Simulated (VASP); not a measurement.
# Ge (C2/m) in VASP: single point with PBEsol

Aim: the single point of Ge with PBEsol.

All numbers are computed with VASP 6.6.1; they aren't measurements. Logs are shortened: lines on timing, memory, paths and dates and some standing lists are left out, and cuts for length are marked.

## (1) The cell of the first run

It takes space group C2/m (No. 12, monoclinic). Conventional cell: a = 6.951 Å, b = 4.013 Å, c = 4.013 Å, α = 90.00°, β = 125.26°, γ = 90.00°. Within 3.2 Å of Ge (site symmetry m) lie 4 Ge at 2.39 to 2.52 Å.

## (2) Single point, PBEsol (atoms displaced along several vibrational modes)

The input, INCAR:

```
  ALGO = Fast
  EDIFF = 1E-6
  ENCUT = 520
  GGA = PS
  ISIF = 2
  ISMEAR = 0
  LASPH = T
  LCHARG = T
  LELF = T
  LREAL = F
  LVHAR = T
  LWAVE = F
  NBANDS = 21
  NELM = 80
  PREC = Accurate
  SIGMA = 0.15
```

The input, KPOINTS:

```
k-points
0
Gamma
  14 14 14
```

The input, POSCAR:

```
Ge
1.0
    0.0000000000      2.8378616879      2.8378616879
    2.8378616879      0.0000000000      2.8378616879
    2.8378616879      2.8378616879      0.0000000000
Ge
2
Direct
    0.5000000000      0.5000000000      0.4901334163
    0.7500000000      0.7500000000      0.7598665837
```

Potentials or basis: VASP PAW PBE potentials, release 64 (Ge_d).

Started as:

```console
$ cat potpaw_PBE.64/Ge_d/POTCAR > POTCAR
$ mpirun -np 1 vasp_std > vasp.out
```

OUTCAR:

```text
EDIFF = 1E-6
   ENCUT = 520
   GGA = PS
   ISIF = 2
   ISMEAR = 0
   LASPH = T
   LREAL = F
   NELM = 80
   PREC = Accurate

 ion  position               nearest neighbor table
   1  0.500  0.500  0.490-   2 2.39   2 2.46   2 2.46   2 2.52
   2  0.750  0.750  0.760-   1 2.39   1 2.46   1 2.46   1 2.52

  LATTYP: Found a face centered cubic cell.
 ALAT       =     5.6757233758

  Lattice vectors:

 A1 = (   0.0000000000,   2.8378616879,   2.8378616879)
 A2 = (   2.8378616879,   0.0000000000,   2.8378616879)
 A3 = (   2.8378616879,   2.8378616879,   0.0000000000)

Analysis of symmetry for initial positions (statically):
=====================================================================
 Subroutine PRICEL returns:
 Original cell was already a primitive cell.

 Routine SETGRP: Setting up the symmetry group for a
 face centered cubic supercell.

 Subroutine GETGRP returns: Found  4 space group operations
 (whereof  2 operations were pure point group operations)
 out of a pool of 48 trial point group operations.

The static configuration has the point symmetry C_1h.
 The point group associated with its full space group is C_2h.

Analysis of symmetry for dynamics (positions and initial velocities):
=====================================================================
 Subroutine PRICEL returns:
 Original cell was already a primitive cell.

 Routine SETGRP: Setting up the symmetry group for a
 face centered cubic supercell.

 Subroutine GETGRP returns: Found  4 space group operations
 (whereof  2 operations were pure point group operations)
 out of a pool of 48 trial point group operations.

The dynamic configuration has the point symmetry C_1h.
 The point group associated with its full space group is C_2h.

 Subroutine INISYM returns: Found  4 space group operations
 (whereof  2 operations are pure point group operations),
 and found     1 'primitive' translations

----------------------------------------------------------------------------------------

                                     Primitive cell

  volume of cell :      45.7092

  direct lattice vectors                    reciprocal lattice vectors
     0.000000000  2.837861688  2.837861688    -0.176188995  0.176188995  0.176188995
     2.837861688  0.000000000  2.837861688     0.176188995 -0.176188995  0.176188995
     2.837861688  2.837861688  0.000000000     0.176188995  0.176188995 -0.176188995

  length of vectors
     4.013342487  4.013342487  4.013342487     0.305168292  0.305168292  0.305168292

  position of ions in fractional coordinates (direct lattice)
     0.500000000  0.500000000  0.490133416
     0.750000000  0.750000000  0.759866584

  ion indices of the primitive-cell ions
   primitive index   ion index
                 1           1
                 2           2

----------------------------------------------------------------------------------------

 KPOINTS: k-points

Automatic generation of k-mesh.
 Grid dimensions read from file:
 generate k-points for:   14   14   14

 Generating k-lattice:

  Cartesian coordinates                     Fractional coordinates (reciprocal lattice)
    -0.012584928  0.012584928  0.012584928     0.071428571  0.000000000  0.000000000
     0.012584928 -0.012584928  0.012584928     0.000000000  0.071428571  0.000000000
     0.012584928  0.012584928 -0.012584928     0.000000000  0.000000000  0.071428571

  Length of vectors
     0.021797735  0.021797735  0.021797735

  Shift w.r.t. Gamma in fractional coordinates (k-lattice)
     0.000000000  0.000000000  0.000000000

 Subroutine IBZKPT returns following result:
 ===========================================

 Found    744 irreducible k-points:

 Following reciprocal coordinates:
            Coordinates               Weight
  0.000000  0.000000  0.000000      1.000000
  0.071429  0.000000  0.000000      4.000000
  0.000000  0.000000  0.071429      2.000000
  0.071429  0.071429  0.071429      2.000000
  0.142857  0.000000  0.000000      4.000000
  0.000000  0.000000  0.142857      2.000000
[... 16 lines left out ...]
  0.071429  0.071429  0.000000      2.000000
  0.000000  0.071429  0.071429      4.000000
 [... further k-points ...]
   k-points           NKPTS =    744   k-points in BZ     NKDIM =    744   number of bands    NBANDS=     21
   number of dos      NEDOS =    301   number of ions     NIONS =      2
   total plane-waves  NPLWV =  27000
   dimension x,y,z NGX =    30 NGY =   30 NGZ =   30
   dimension x,y,z NGXF=    60 NGYF=   60 NGZF=   60
   ions per type =               2
   NGX,Y,Z   is equivalent  to a cutoff of  12.43, 12.43, 12.43 a.u.
   NGXF,Y,Z  is equivalent  to a cutoff of  24.85, 24.85, 24.85 a.u.
 SYSTEM =  unknown system
   PREC   = accura    normal or accurate (medium, high low for compatibility)
   ISTART =      0    job   : 0-new  1-cont  2-samecut
   ICHARG =      2    charge: 1-file 2-atom 10-const
   ISPIN  =      1    spin polarized calculation?
   LNONCOLLINEAR =      F non collinear calculations
   LSORBIT =      F    spin-orbit coupling
   LASPH  =      T    aspherical Exc in radial PAW
   ENCUT  =  520.0 eV  38.22 Ry    6.18 a.u.   7.46  7.46  7.46*2*pi/ulx,y,z
   NELM   =     80;   NELMIN=  2; NELMDL= -5     # of ELM steps
   EDIFF  = 0.1E-05   stopping-criterion for ELM
   LREAL  =      F    real-space projection
   EDIFFG = 0.1E-04   stopping-criterion for IOM
   NSW    =      0    number of steps for IOM
   IBRION =     -1    ionic relax: 0-MD 1-quasi-New 2-CG
   NFREE  =      0    steps in history (QN), initial steepest desc. (CG)
   ISIF   =      2    stress and relaxation
   ISYM   =      2    0-nonsym 1-usesym 2-fastsym
   POTIM  = 0.5000    time-step for ionic-motion
   TEBEG  =    0.0;   TEEND  =   0.0 temperature during run
   PSTRESS=    0.0 pullay stress
   NELECT =      28.0000    total number of electrons
   NUPDOWN=      -1.0000    fix difference up-down
   EMIN   =  10.00;   EMAX   =-10.00  energy-range for DOS
   EFERMI =   0.00;   METHOD = LEGACY
   ISMEAR =     0;   SIGMA  =   0.15  broadening in eV -4-tet -1-fermi 0-gaus
   EFERMI_NEDOS =   21; number of points for ismear=-14 and -15
   IALGO  =     68    algorithm
   IMIX   =      4    mixing-type and parameters
     AMIX     =   0.40;   BMIX     =  1.00
     AMIX_MAG =   1.60;   BMIX_MAG =  1.00
  volume/ion in A,a.u.               =      22.85       154.23
  Fermi-wavevector in a.u.,A,eV,Ry     =   1.390357  2.627393 26.301316  1.933092
  Thomas-Fermi vector in A             =   2.514300
   LORBIT       =      0    0 simple, 1 ext, 2 COOP (PROOUT), +10 PAW based schemes
   GGA     = PS    functional components
   LHFCALC =     F    Hartree Fock is set to
   AEXX    =    0.0000 exact exchange contribution
   IVDW    =     0    specifies the selected vdW correction
   LEPSILON=     F    determine dielectric tensor
   LRPA    =     F    only Hartree local field effects (RPA)
 non-spin polarized calculation
 RMM-DIIS sequential band-by-band and
 Gauss-broadening in eV      SIGMA  =   0.15
  energy-cutoff  :      520.00
  volume of cell :       45.71
 maximum number of plane-waves:      1248
 NGX is ok and might be reduce to    30
   NGX = 15   NGY = 15   NGZ = 15

 number of electron      28.0000005 magnetization

 Free energy of the ion-electron system (eV)
  ---------------------------------------------------
  ext. energy  EPLUGINS =         0.00000000
  ---------------------------------------------------
  free energy    TOTEN  =        -9.84106176 eV

  energy without entropy =       -9.84028361  energy(sigma->0) =       -9.84067268

 E-fermi :   4.8862     XC(G=0): -10.0852

 val. band max:        4.8592573563   @ k =   0.3571   0.3571   0.3571
 cond. band min:       4.8989269602   @ k =   0.4286   0.0000   0.0000
 fundamental gap:      0.0396696039
 Fermi energy:         4.8861788222

 k-point     1 :       0.0000    0.0000    0.0000
  band No.  band energies     occupation
      1     -20.0098      2.00000
      2     -19.9871      2.00000
      3     -19.9747      2.00000
      4     -19.9549      2.00000
      5     -19.9537      2.00000
      6     -19.7552      2.00000
[... 13 lines left out ...]
     20      14.2235      0.00000
     21      14.2309      0.00000

 k-point     2 :       0.0714    0.0000    0.0000
  band No.  band energies     occupation
      1     -20.0123      2.00000
      2     -19.9881      2.00000
      3     -19.9770      2.00000
      4     -19.9507      2.00000
      5     -19.9492      2.00000
      6     -19.7578      2.00000
[... 13 lines left out ...]
     20      13.7211      0.00000
     21      13.7569      0.00000

 k-point     3 :       0.0000    0.0000    0.0714
  band No.  band energies     occupation
      1     -20.0101      2.00000
      2     -19.9923      2.00000
      3     -19.9807      2.00000
      4     -19.9475      2.00000
      5     -19.9474      2.00000
      6     -19.7600      2.00000
[... 13 lines left out ...]
     20      13.6909      0.00000
     21      13.7182      0.00000

 k-point     4 :       0.0714    0.0714    0.0714
  band No.  band energies     occupation
      1     -20.0114      2.00000
      2     -19.9892      2.00000
      3     -19.9732      2.00000
      4     -19.9522      2.00000
      5     -19.9505      2.00000
      6     -19.7569      2.00000
[... 13 lines left out ...]
     20      13.7646      0.00000
     21      13.7774      0.00000

 k-point     5 :       0.1429    0.0000    0.0000
  band No.  band energies     occupation
      1     -20.0180      2.00000
      2     -19.9915      2.00000
      3     -19.9788      2.00000
      4     -19.9420      2.00000
      5     -19.9394      2.00000
      6     -19.7643      2.00000
[... 13 lines left out ...]
     20      13.1756      0.00000
     21      13.1992      0.00000

 k-point     6 :       0.0000    0.0000    0.1429
  band No.  band energies     occupation
      1     -20.0109      2.00000
      2     -20.0018      2.00000
      3     -19.9896      2.00000
      4     -19.9354      2.00000
      5     -19.9345      2.00000
      6     -19.7693      2.00000
[... 13 lines left out ...]
     20      13.1152      0.00000
     21      13.1189      0.00000

 k-point     7 :       0.1429    0.1429    0.1429
  band No.  band energies     occupation
      1     -20.0151      2.00000
      2     -19.9934      2.00000
      3     -19.9689      2.00000
      4     -19.9454      2.00000
      5     -19.9432      2.00000
      6     -19.7617      2.00000
[... 13 lines left out ...]
     20      13.2432      0.00000
     21      13.2476      0.00000
[... 291 lines left out ...]
      1     -20.0340      2.00000
      2     -19.9993      2.00000
      3     -19.9748      2.00000
      4     -19.9154      2.00000
      5     -19.9102      2.00000
      6     -19.7854      2.00000
[... 13 lines left out ...]
     20      15.6528      0.00000
     21      15.7163      0.00000

 k-point    21 :       0.0000    0.0000    0.5000
  band No.  band energies     occupation
      1     -20.0243      2.00000
      2     -20.0130      2.00000
      3     -20.0076      2.00000
      4     -19.9067      2.00000
      5     -19.9037      2.00000
      6     -19.7905      2.00000
[... 13 lines left out ...]
     20      15.6598      0.00000
     21      15.8879      0.00000

 k-point    22 :       0.5000    0.5000    0.5000
  band No.  band energies     occupation
      1     -20.0254      2.00000
      2     -20.0022      2.00000
      3     -19.9397      2.00000
      4     -19.9188      2.00000
      5     -19.9183      2.00000
      6     -19.7979      2.00000
[... 13 lines left out ...]
     20      15.4533      0.00000
     21      15.9225      0.00000

 k-point    23 :       0.0714    0.0714    0.0000
  band No.  band energies     occupation
      1     -20.0124      2.00000
      2     -19.9898      2.00000
      3     -19.9790      2.00000
      4     -19.9501      2.00000
      5     -19.9448      2.00000
      6     -19.7652      2.00000
[... 13 lines left out ...]
     20      13.0798      0.00000
     21      14.3163      0.00000

 k-point    24 :       0.0000    0.0714    0.0714
  band No.  band energies     occupation
      1     -20.0120      2.00000
      2     -19.9902      2.00000
      3     -19.9776      2.00000
      4     -19.9514      2.00000
      5     -19.9451      2.00000
      6     -19.7631      2.00000
[... 13 lines left out ...]
     20      13.0873      0.00000
     21      14.3111      0.00000

 [... further k-points ...]
[... 5 lines left out ...]
  --------------------------------------------------------------------------------------
  -------------------------------------------------------------------------------------
  Total        0.1006745      0.1006745      0.1314334      0.0590989     -0.4740366     -0.4740367
  in kB        3.5287936      3.5287936      4.6069408      2.0715067    -16.6157064    -16.6157074
  external PRESSURE =       3.8881760 kB  Pullay stress =       0.0000000 kB

 VOLUME and BASIS-vectors are now :
 -----------------------------------------------------------------------------
  energy-cutoff  :      520.00
  volume of cell :       45.71
      direct lattice vectors                 reciprocal lattice vectors
     0.000000000  2.837861688  2.837861688    -0.176188995  0.176188995  0.176188995
     2.837861688  0.000000000  2.837861688     0.176188995 -0.176188995  0.176188995
     2.837861688  2.837861688  0.000000000     0.176188995  0.176188995 -0.176188995

 POSITION                                       TOTAL-FORCE (eV/Angst)
 -----------------------------------------------------------------------------------
      2.80986      2.80986      2.83786         0.602489      0.602489     -0.092705
      4.28479      4.28479      4.25679        -0.602489     -0.602489      0.092705
 -----------------------------------------------------------------------------------
    total drift:                                0.000000      0.000000      0.000000

  FREE ENERGIE OF THE ION-ELECTRON SYSTEM (eV)
  ---------------------------------------------------
  free  energy   TOTEN  =        -9.8410617580 eV

  energy  without entropy=       -9.8402836053  energy(sigma->0) =       -9.84067268
```

Run time: 23 min. Hardware: 1 thread of Oxide Virtual Turin-like, shared host; peak memory 0.57 GiB.

What came out:

```
Free energy            : -9.8411 eV
Pressure               : 0.4 GPa
Largest force          : 0.857 eV/Å
Band gap on the k mesh : zero (bands 14 and 15 overlap by 0.26 eV)
```

Forces in eV/Å, atoms in the order of the input:
```
Ge   0.602  0.602 -0.093
Ge  -0.602 -0.602  0.093
```

Caveat: the cell differs from its parent crystal (atoms displaced along several vibrational modes); semilocal functionals underestimate gaps, and a narrow one can read as zero; the PAW data sets were made with another functional, which shifts forces and pressure a little.

The gap in the log of VASP goes by the Fermi energy; the results here count the filled bands.